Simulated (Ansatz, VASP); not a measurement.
# ZnSe: VASP beside Ansatz

File INCAR:

```
ALGO     = Normal         # electronic algorithm
EDIFF    = 1E-7           # SCF threshold, eV
ENCUT    = 520            # plane-wave cutoff, eV
GGA      = PE             # functional
ISIF     = 2              # what is computed and relaxed
ISMEAR   = 0              # smearing method
LASPH    = T              # aspherical terms in the spheres
LCHARG   = F              # write CHGCAR
LREAL    = F              # projectors in reciprocal space
LWAVE    = F              # write WAVECAR
NBANDS   = 16             # bands
NELM     = 80             # most SCF steps
PREC     = Accurate       # precision mode
SIGMA    = 0.05           # smearing width, eV
```

The input KPOINTS:

```
k-points
0
Gamma
  10 10 10
```

File POSCAR:

```
ZnSe
1.0
    0.0000000000      2.8910943601      2.8910943601
    2.8910943601      0.0000000000      2.8910943601
    2.8910943601      2.8910943601      0.0000000000
Zn Se
1 1
Direct
    0.0000000000      0.0000000000      0.0000000000
    0.7500000000      0.7500000000      0.7500000000
```

Input for Ansatz:

```yaml
crystal:
  lattice:
    - [0.0, 2.8910943601, 2.8910943601]
    - [2.8910943601, 0.0, 2.8910943601]
    - [2.8910943601, 2.8910943601, 0.0]
  atoms:
    - { symbol: Zn, position: [0.0, 0.0, 0.0] }
    - { symbol: Se, position: [0.75, 0.75, 0.75] }
basis:
  ecutwfc: 520.0
kpoints:
  mp_grid: { grid: [10, 10, 10] }
hamiltonian:
  xc: pbe
  pseudopotentials: { kind: paw, azcp: { folder: soft_1 } }
scf:
  occupations: { method: gaussian, width: 0.05 }
output:
  forces: true
  stress: true
  eigenvalues: true
```

Alike in both runs: task single point; functional PBE; k mesh 10 × 10 × 10; occupations gaussian, width 0.05 eV; no spin polarisation.

|  | VASP | Ansatz |
| --- | --- | --- |
| version | VASP 6.6.1 | Ansatz 0.2.0 |
| potentials or method | VASP PAW PBE potentials, release 64 (Zn, Se), cutoff 520 eV | scalar-relativistic, plane waves, PAW |
| valence electrons in the cell | 18 | 28 |

```tsv
	VASP	Ansatz	Ansatz less VASP
gap on the k mesh at the Fermi level (eV)	1.05	1.05	-0.002
least direct gap on the mesh (eV)	1.05	1.05	-0.002
pressure (GPa)	-1.2	-1.4	-0.18
```

With one functional, cell and mesh, what is left measures potentials, basis and numerics. VASP's potentials hold 18 valence electrons a cell and Ansatz's 28, so a difference there can come from the potentials and not from the codes.
